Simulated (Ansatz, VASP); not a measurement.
## One calculation of AlN, two programs

```
CELL_PARAMETERS angstrom
3.29946 0.00000 0.18655
0.00000 6.37916 0.00000
-1.16279 0.00000 3.84371
ATOMIC_POSITIONS crystal
Al 0.50000 0.75305 0.50000
Al 0.50000 0.16407 0.50000
Al 0.50000 0.42168 0.00000
N 0.00000 0.37024 0.50000
N 0.50000 0.70502 0.00000
N 0.00000 0.58594 0.50000
```

Alike in both runs: functional PBE; k mesh 6 × 4 × 6; occupations gaussian, width 0.1 eV; no spin polarisation.

Ansatz relaxed the structure, and its values are those at the end. VASP's run is a single point on that final structure, the one shown.

|  | VASP | Ansatz |
| --- | --- | --- |
| version | VASP 6.6.1 | Ansatz 0.2.0 |
| potentials or method | VASP PAW PBE potentials, release 64 (Al, N_h), cutoff 910 eV | scalar-relativistic, plane waves, PAW |
| valence electrons in the cell | 24 | 24 |

|  | VASP | Ansatz | Ansatz less VASP |
| --- | --- | --- | --- |
| gap on the k mesh at the Fermi level (eV) | none | none | - |
| rms of the force components (eV/Å) | 0.008 | 0.008 | 0.0000 |

A gap of «none» marks a metal or a gap that the smearing closes.

Noted on VASP's run: the cutoff is short for stress, so the pressure is rough.
